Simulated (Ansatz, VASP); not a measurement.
# Two plane-wave programs on Si3Sb2

```
Si Sb
1.0
     1.85096    1.06865    8.58015
    -1.85096    1.06865    8.58015
     0.00000   -2.13731    8.58015
Si Sb
3 2
Cartesian
  0.0000 0.0000 0.0000
  0.0000 0.0000 5.3926
  0.0000 0.0000 20.3478
  0.0000 0.0000 10.2962
  0.0000 0.0000 15.4443
```

Alike in both runs: task single point; functional PBE; k mesh 6 × 6 × 6; occupations gaussian, width 0.1 eV; no spin polarisation.

|  | VASP | Ansatz |
| --- | --- | --- |
| version | VASP 6.6.1 | Ansatz 0.2.0 |
| potentials or method | VASP PAW PBE potentials, release 64 (Si, Sb), cutoff 520 eV | scalar-relativistic, plane waves, PAW |
| valence electrons in the cell | 22 | 42 |

|  | VASP | Ansatz | Ansatz less VASP |
| --- | --- | --- | --- |
| gap on the k mesh at the Fermi level (eV) | none | none | - |
| pressure (GPa) | 10.2 | 9.9 | -0.30 |
| traceless stress, the component that is largest in VASP (GPa) | -6.48 | -6.51 | -0.032 |
| rms of the force components (eV/Å) | 0.623 | 0.606 | -0.0173 |

Atom by atom the forces differ by 0.019 eV/Å (rms over components). A gap of «none» marks a metal or a gap that the smearing closes. The functional is the same, so the differences come from potentials, cutoffs and numerics. VASP's potentials hold 22 valence electrons a cell and Ansatz's 42, so a difference there can come from the potentials and not from the codes.

Spin-orbit coupling is off throughout.
